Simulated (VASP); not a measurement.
Write the native input for VASP 6.6.1 that does the following.

```
Task                   : single point
Functional             : PBE
Potentials or basis    : VASP PAW PBE potentials, release 64 (Pr_3, Bi_d, H), 4f in core
Cutoff                 : 500 eV
k mesh                 : 4 × 4 × 4
Occupations            : gaussian, width 0.1 eV
Spin                   : no spin polarisation
Dipole correction      : no
Mended                 : yes
Further INCAR settings : ALGO = Normal; EDIFF = 1e-06; NBANDS = 36
```

The structure of PrBi3H lies in POSCAR:

```
PrBi3H
1.0
    5.0473825532      0.0000000000      0.0000000000
    0.0000000000      5.0473825532      0.0000000000
    0.0000000000      0.0000000000      5.0473825532
Pr Bi H
1 3 1
Direct
    0.5000000000      0.5000000000      0.5000000000
    0.5000000000      0.0000000000      0.0000000000
    0.0000000000      0.5000000000      0.0000000000
    0.0000000000      0.0000000000      0.5000000000
    0.0000000000      0.0000000000      0.0000000000
```

The cell was built from a structure type or drawn by symmetry, and may not be a known phase.

The input as run:

INCAR

```
ALGO = Normal
EDIFF = 1E-6
ENCUT = 500
GGA = PE
GGA_COMPAT = F
ISIF = 2
ISMEAR = 0
LASPH = T
LCHARG = F
LMAXMIX = 6
LREAL = F
LWAVE = F
NBANDS = 36
NELM = 200
PREC = Accurate
SIGMA = 0.1
```

KPOINTS

```
k-points
0
Gamma
  4 4 4
```

Potentials or basis: VASP PAW PBE potentials, release 64 (Pr_3, Bi_d, H), 4f in core.

Launch:

```sh
$ cat potpaw_PBE.64/Pr_3/POTCAR potpaw_PBE.64/Bi_d/POTCAR potpaw_PBE.64/H/POTCAR > POTCAR
$ mpirun -np 1 vasp_std > vasp.out
```

It gave:

* Pressure: -0.2 GPa
* Band gap on the k mesh: zero (an odd number of electrons rules out a gap without spin polarisation)

Caveat: spin-orbit coupling is left out, which moves the levels of the heavy elements; the 4f electrons are frozen in the core, so they carry no moment and show no levels.

It took 73 s on 1 thread of AMD EPYC 7R43 64-Core Processor (Zen 3) (shared host), peak memory 0.21 GiB.
